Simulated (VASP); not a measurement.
# Ta2N (P-3m1) in VASP: a series of runs

The runs below take Ta2N through single point, with LDA.

Everything below comes from runs of VASP 6.6.1. Logs are shortened: lines on timing, memory, paths and dates and some standing lists are left out, and cuts for length are marked.

**1. The cell of the first run**

The structure is trigonal, space group P-3m1 (No. 164). Conventional cell: a = 3.143 Å, b = 3.143 Å, c = 4.785 Å, α = 90.00°, β = 90.00°, γ = 120.00°. Ta (site symmetry 3m) has 3 N at 2.18 Å and 12 Ta at 2.98 to 3.14 Å within 3.2 Å. Within 2.9 Å of N (site symmetry -3m) lie 6 Ta at 2.18 Å.

**2. Single point, LDA (13.65 Å³/atom)**

INCAR reads:

```
PREC = Accurate
ENCUT = 700
EDIFF = 1E-6
ISMEAR = 0
SIGMA = 0.15
LREAL = F
LASPH = T
NELM = 120
ALGO = Normal
ISIF = 2
LWAVE = F
LCHARG = F
GGA = CA
NBANDS = 22
GGA_COMPAT = F
```

KPOINTS reads:

```
Automatic mesh
0
Gamma
  18 18 10
```

POSCAR reads:

```
Ta2N
1.0
    3.1431510151      0.0000000000      0.0000000000
   -1.5715755076      2.7220486270      0.0000000000
    0.0000000000      0.0000000000      4.7848187903
Ta N
2 1
Direct
    0.6666666667      0.3333333333      0.7466885012
    0.3333333333      0.6666666667      0.2533114988
    0.0000000000      0.0000000000      0.0000000000
```

Potentials or basis: VASP PAW LDA potentials, release 64 (Ta_sv_GW, N).

Launch:

```bash
> cat potpaw_LDA.64/Ta_sv_GW/POTCAR potpaw_LDA.64/N/POTCAR > POTCAR
> mpirun -np 1 vasp_std > vasp.out
```

OUTCAR:

```text
PREC = Accurate
   ENCUT = 700
   EDIFF = 1E-6
   ISMEAR = 0
   LREAL = F
   LASPH = T
   NELM = 120
   ISIF = 2
   GGA = CA

 ion  position               nearest neighbor table
   1  0.667  0.333  0.747-   3 2.18   3 2.18   3 2.18   2 2.98   2 2.98   2 2.98   2 3.03   2 3.03
                             2 3.03
   2  0.333  0.667  0.253-   3 2.18   3 2.18   3 2.18   1 2.98   1 2.98   1 2.98   1 3.03   1 3.03
                             1 3.03
   3  0.000  0.000  0.000-   1 2.18   2 2.18   1 2.18   2 2.18   1 2.18   2 2.18

  LATTYP: Found a hexagonal cell.
 ALAT       =     3.1431510151
 C/A-ratio  =     1.5223000000

  Lattice vectors:

 A1 = (   3.1431510151,   0.0000000000,   0.0000000000)
 A2 = (  -1.5715755076,   2.7220486270,   0.0000000000)
 A3 = (   0.0000000000,   0.0000000000,   4.7848187903)

Analysis of symmetry for initial positions (statically):
=====================================================================
 Subroutine PRICEL returns:
 Original cell was already a primitive cell.

 Routine SETGRP: Setting up the symmetry group for a
 hexagonal supercell.

 Subroutine GETGRP returns: Found 12 space group operations
 (whereof 12 operations were pure point group operations)
 out of a pool of 24 trial point group operations.

The static configuration has the point symmetry D_3d.

Analysis of symmetry for dynamics (positions and initial velocities):
=====================================================================
 Subroutine PRICEL returns:
 Original cell was already a primitive cell.

 Routine SETGRP: Setting up the symmetry group for a
 hexagonal supercell.

 Subroutine GETGRP returns: Found 12 space group operations
 (whereof 12 operations were pure point group operations)
 out of a pool of 24 trial point group operations.

The dynamic configuration has the point symmetry D_3d.

 Subroutine INISYM returns: Found 12 space group operations
 (whereof 12 operations are pure point group operations),
 and found     1 'primitive' translations

----------------------------------------------------------------------------------------

                                     Primitive cell

  volume of cell :      40.9380

  direct lattice vectors                    reciprocal lattice vectors
     3.143151015  0.000000000  0.000000000     0.318152069  0.183685183  0.000000000
    -1.571575508  2.722048627  0.000000000     0.000000000  0.367370366  0.000000000
     0.000000000  0.000000000  4.784818790     0.000000000  0.000000000  0.208994331

  length of vectors
     3.143151015  3.143151015  4.784818790     0.367370366  0.367370366  0.208994331

  position of ions in fractional coordinates (direct lattice)
     0.666666667  0.333333333  0.746688501
     0.333333333  0.666666667  0.253311499
     0.000000000  0.000000000  0.000000000

  ion indices of the primitive-cell ions
   primitive index   ion index
                 1           1
                 2           2
                 3           3

----------------------------------------------------------------------------------------

 KPOINTS: Automatic mesh

Automatic generation of k-mesh.
 Grid dimensions read from file:
 generate k-points for:   18   18   10

 Generating k-lattice:

  Cartesian coordinates                     Fractional coordinates (reciprocal lattice)
     0.017675115  0.010204732  0.000000000     0.055555556  0.000000000  0.000000000
     0.000000000  0.020409465  0.000000000     0.000000000  0.055555556  0.000000000
     0.000000000  0.000000000  0.020899433     0.000000000  0.000000000  0.100000000

  Length of vectors
     0.020409465  0.020409465  0.020899433

  Shift w.r.t. Gamma in fractional coordinates (k-lattice)
     0.000000000  0.000000000  0.000000000

 Subroutine IBZKPT returns following result:
 ===========================================

 Found    330 irreducible k-points:

 Following reciprocal coordinates:
            Coordinates               Weight
  0.000000  0.000000  0.000000      1.000000
  0.055556 -0.000000  0.000000      6.000000
  0.111111 -0.000000  0.000000      6.000000
  0.166667  0.000000  0.000000      6.000000
  0.222222 -0.000000  0.000000      6.000000
  0.277778  0.000000  0.000000      6.000000
[... 16 lines left out ...]
  0.333333  0.111111  0.000000     12.000000
  0.388889  0.111111  0.000000     12.000000
 [... further k-points ...]
   k-points           NKPTS =    330   k-points in BZ     NKDIM =    330   number of bands    NBANDS=     22
   number of dos      NEDOS =    301   number of ions     NIONS =      3
   total plane-waves  NPLWV =  32928
   dimension x,y,z NGX =    28 NGY =   28 NGZ =   42
   dimension x,y,z NGXF=    56 NGYF=   56 NGZF=   84
   ions per type =               2   1
   NGX,Y,Z   is equivalent  to a cutoff of  14.81, 14.81, 14.59 a.u.
   NGXF,Y,Z  is equivalent  to a cutoff of  29.62, 29.62, 29.19 a.u.
 SYSTEM =  unknown system
   PREC   = accura    normal or accurate (medium, high low for compatibility)
   ISTART =      0    job   : 0-new  1-cont  2-samecut
   ICHARG =      2    charge: 1-file 2-atom 10-const
   ISPIN  =      1    spin polarized calculation?
   LNONCOLLINEAR =      F non collinear calculations
   LSORBIT =      F    spin-orbit coupling
   LASPH  =      T    aspherical Exc in radial PAW
   ENCUT  =  700.0 eV  51.45 Ry    7.17 a.u.   6.78  6.78 10.32*2*pi/ulx,y,z
   NELM   =    120;   NELMIN=  2; NELMDL= -5     # of ELM steps
   EDIFF  = 0.1E-05   stopping-criterion for ELM
   LREAL  =      F    real-space projection
   EDIFFG = 0.1E-04   stopping-criterion for IOM
   NSW    =      0    number of steps for IOM
   IBRION =     -1    ionic relax: 0-MD 1-quasi-New 2-CG
   NFREE  =      0    steps in history (QN), initial steepest desc. (CG)
   ISIF   =      2    stress and relaxation
   ISYM   =      2    0-nonsym 1-usesym 2-fastsym
   POTIM  = 0.5000    time-step for ionic-motion
   TEBEG  =    0.0;   TEEND  =   0.0 temperature during run
   PSTRESS=    0.0 pullay stress
   NELECT =      31.0000    total number of electrons
   NUPDOWN=      -1.0000    fix difference up-down
   EMIN   =  10.00;   EMAX   =-10.00  energy-range for DOS
   EFERMI =   0.00;   METHOD = LEGACY
   ISMEAR =     0;   SIGMA  =   0.15  broadening in eV -4-tet -1-fermi 0-gaus
   EFERMI_NEDOS =   21; number of points for ismear=-14 and -15
   IALGO  =     38    algorithm
   IMIX   =      4    mixing-type and parameters
     AMIX     =   0.40;   BMIX     =  1.00
     AMIX_MAG =   1.60;   BMIX_MAG =  1.00
  volume/ion in A,a.u.               =      13.65        92.09
  Fermi-wavevector in a.u.,A,eV,Ry     =   1.492175  2.819802 30.294558  2.226587
  Thomas-Fermi vector in A             =   2.604737
   LORBIT       =      0    0 simple, 1 ext, 2 COOP (PROOUT), +10 PAW based schemes
   GGA     = CA    functional components
   LHFCALC =     F    Hartree Fock is set to
   AEXX    =    0.0000 exact exchange contribution
   IVDW    =     0    specifies the selected vdW correction
   LEPSILON=     F    determine dielectric tensor
   LRPA    =     F    only Hartree local field effects (RPA)
 non-spin polarized calculation
 Gauss-broadening in eV      SIGMA  =   0.15
  energy-cutoff  :      700.00
  volume of cell :       40.94
 maximum number of plane-waves:      1752
   NGX = 13   NGY = 13   NGZ = 21

 number of electron      31.0000002 magnetization

 Free energy of the ion-electron system (eV)
  ---------------------------------------------------
  ext. energy  EPLUGINS =         0.00000000
  ---------------------------------------------------
  free energy    TOTEN  =       -42.56797255 eV

  energy without entropy =      -42.55479431  energy(sigma->0) =      -42.56138343

 E-fermi :  11.5105     XC(G=0): -13.4486

 val. band max:       11.5024558763   @ k =  -0.2222  -0.4444   0.3000
 cond. band min:      11.5131770763   @ k =  -0.0556   0.3333   0.1000
 fundamental gap:      0.0107212000
 Fermi energy:        11.5104957968

 k-point     1 :       0.0000    0.0000    0.0000
  band No.  band energies     occupation
      1     -56.7295      2.00000
      2     -56.6427      2.00000
      3     -23.9484      2.00000
      4     -23.2527      2.00000
      5     -23.2527      2.00000
      6     -23.1073      2.00000
[... 14 lines left out ...]
     21      12.7157      0.00000
     22      16.6742      0.00000

 k-point     2 :       0.0556   -0.0000    0.0000
  band No.  band energies     occupation
      1     -56.7279      2.00000
      2     -56.6423      2.00000
      3     -23.9391      2.00000
      4     -23.2698      2.00000
      5     -23.2595      2.00000
      6     -23.1246      2.00000
[... 14 lines left out ...]
     21      12.9330      0.00000
     22      16.6816      0.00000

 k-point     3 :       0.1111   -0.0000    0.0000
  band No.  band energies     occupation
      1     -56.7234      2.00000
      2     -56.6413      2.00000
      3     -23.9119      2.00000
      4     -23.3193      2.00000
      5     -23.2784      2.00000
      6     -23.1737      2.00000
[... 14 lines left out ...]
     21      13.5864      0.00000
     22      16.5991      0.00000

 k-point     4 :       0.1667    0.0000    0.0000
  band No.  band energies     occupation
      1     -56.7163      2.00000
      2     -56.6398      2.00000
      3     -23.8686      2.00000
      4     -23.3956      2.00000
      5     -23.3059      2.00000
      6     -23.2464      2.00000
[... 14 lines left out ...]
     21      14.5103      0.00000
     22      16.3716      0.00000

 k-point     5 :       0.2222   -0.0000    0.0000
  band No.  band energies     occupation
      1     -56.7074      2.00000
      2     -56.6384      2.00000
      3     -23.8120      2.00000
      4     -23.4895      2.00000
      5     -23.3379      2.00000
      6     -23.3319      2.00000
[... 417 lines left out ...]
 k-point    22 :       0.2778    0.1111    0.0000
  band No.  band energies     occupation
      1     -56.6842      2.00000
      2     -56.6372      2.00000
      3     -23.7017      2.00000
      4     -23.6294      2.00000
      5     -23.5367      2.00000
      6     -23.3885      2.00000
[... 14 lines left out ...]
     21      16.0766      0.00000
     22      16.6337      0.00000

 k-point    23 :       0.3333    0.1111    0.0000
  band No.  band energies     occupation
      1     -56.6752      2.00000
      2     -56.6382      2.00000
      3     -23.7613      2.00000
      4     -23.5852      2.00000
      5     -23.5586      2.00000
      6     -23.4330      2.00000
[... 14 lines left out ...]
     21      16.1953      0.00000
     22      16.3247      0.00000

 k-point    24 :       0.3889    0.1111    0.0000
  band No.  band energies     occupation
      1     -56.6684      2.00000
      2     -56.6397      2.00000
      3     -23.8069      2.00000
      4     -23.5942      2.00000
      5     -23.5159      2.00000
      6     -23.4627      2.00000
[... 14 lines left out ...]
     21      16.0458      0.00000
     22      16.2971      0.00000

 [... further k-points ...]

------------------------ aborting loop because EDIFF is reached ----------------------------------------

  FORCE on cell =-STRESS in cart. coord.  units (eV):
  Direction    XX          YY          ZZ          XY          YZ          ZX
  --------------------------------------------------------------------------------------
  -------------------------------------------------------------------------------------
  Total       -3.9870868     -3.9870868     -2.6259450      0.0000000      0.0000000      0.0000000
  in kB     -156.0413342   -156.0413342   -102.7707659      0.0000000      0.0000000      0.0000000
  external PRESSURE =    -138.2844781 kB  Pullay stress =       0.0000000 kB

 VOLUME and BASIS-vectors are now :
 -----------------------------------------------------------------------------
  energy-cutoff  :      700.00
  volume of cell :       40.94
      direct lattice vectors                 reciprocal lattice vectors
     3.143151015  0.000000000  0.000000000     0.318152069  0.183685183  0.000000000
    -1.571575508  2.722048627  0.000000000     0.000000000  0.367370366  0.000000000
     0.000000000  0.000000000  4.784818790     0.000000000  0.000000000  0.208994331

 POSITION                                       TOTAL-FORCE (eV/Angst)
 -----------------------------------------------------------------------------------
      1.57158      0.90735      3.57277        -0.000000      0.000000      0.475011
     -0.00000      1.81470      1.21205         0.000000      0.000000     -0.475011
      0.00000      0.00000      0.00000        -0.000000      0.000000      0.000000
 -----------------------------------------------------------------------------------
    total drift:                               -0.000000      0.000000      0.000000

  FREE ENERGIE OF THE ION-ELECTRON SYSTEM (eV)
  ---------------------------------------------------
  free  energy   TOTEN  =       -42.5679725508 eV

  energy  without entropy=      -42.5547943144  energy(sigma->0) =      -42.56138343
```

Wall time 3.9 min (1 thread of Intel Xeon Platinum 8488C (Sapphire Rapids), shared host); peak memory 0.51 GiB.

What came out:

| Quantity | Value |
| --- | --- |
| Free energy | -42.5680 eV |
| Pressure | -13.8 GPa |
| Largest force | 0.475 eV/Å |
| Band gap on the k mesh | zero (an odd number of electrons rules out a gap without spin polarisation) |

Forces in eV/Å, atoms in the order of the input:
```
Ta   0.000  0.000  0.475
Ta   0.000  0.000 -0.475
N    0.000  0.000  0.000
```

Caveat: the stress differs along the axes, from -16 to -10 GPa; spin-orbit coupling is left out, which moves the levels of the heavy elements.

**3. Single point, LDA (12.26 Å³/atom)**

This run uses another cell than the first one, of 12.26 Å³/atom.

INCAR reads:

```
SYSTEM = Ta2N
PREC = Accurate
ENCUT = 700
EDIFF = 1E-6
ISMEAR = 0
SIGMA = 0.15
LREAL = .FALSE.
LASPH = .TRUE.
NELM = 120
ALGO = Normal
ISIF = 2
LWAVE = .FALSE.
LCHARG = .TRUE.
LELF = .TRUE.
LVHAR = .TRUE.
NBANDS = 22
GGA_COMPAT = .FALSE.
```

KPOINTS reads:

```
Automatic mesh
0
G
  18 18 10
  0 0 0
```

POSCAR reads:

```
Ta2N
1.0
    3.0878211999      0.0000000000      0.0000000000
   -1.5439106000      2.6741316014      0.0000000000
    0.0000000000      0.0000000000      4.4557259914
Ta N
2 1
Direct
    0.6666666667      0.3333333333      0.7466885012
    0.3333333333      0.6666666667      0.2533114988
    0.0000000000      0.0000000000      0.0000000000
```

Potentials or basis: VASP PAW LDA potentials, release 64 (Ta_sv_GW, N).

Launch:

```bash
> cat potpaw_LDA.64/Ta_sv_GW/POTCAR potpaw_LDA.64/N/POTCAR > POTCAR
> mpirun -np 1 vasp_std > vasp.out
```

Run time: 3.6 min. Hardware: 1 thread of Intel Xeon Platinum 8488C (Sapphire Rapids), shared host; peak memory 0.49 GiB.

The run converged. Its results:

* Free energy: -42.3902 eV
* Pressure: 21.4 GPa
* Largest force: 0.204 eV/Å
* Band gap on the k mesh: zero (an odd number of electrons rules out a gap without spin polarisation)

Forces in eV/Å, atoms in the order of the input:
```
Ta   0.000  0.000  0.204
Ta   0.000  0.000 -0.204
N    0.000  0.000  0.000
```

Stress tensor (GPa, compression positive):
```
13.75  0.00  0.00
 0.00 13.75  0.00
 0.00  0.00 36.66
```

Levels at points of the mesh, in eV from the Fermi level:
```tsv
k point	band 11	band 12	band 13	band 14	band 15	band 16	band 17	band 18	band 19	band 20
(0.00, 0.00, 0.00)	-6.84	-6.84	-4.39	-0.26	-0.26	-0.18	-0.18	0.15	0.46	1.42
(0.50, 0.00, 0.00)	-6.97	-6.44	-4.98	-2.72	-1.25	1.54	3.10	4.07	4.38	4.48
(0.00, 0.00, 0.50)	-7.12	-7.12	-2.35	-2.03	-1.65	-1.65	2.43	2.50	2.84	2.84
(0.50, 0.00, 0.50)	-6.75	-6.56	-3.22	-2.05	-1.92	0.31	0.63	3.08	3.45	4.19
```

Caveat: the stress differs along the axes, from 14 to 37 GPa; spin-orbit coupling is left out, which moves the levels of the heavy elements.

The gap in the log of VASP goes by the Fermi energy; the results here count the filled bands.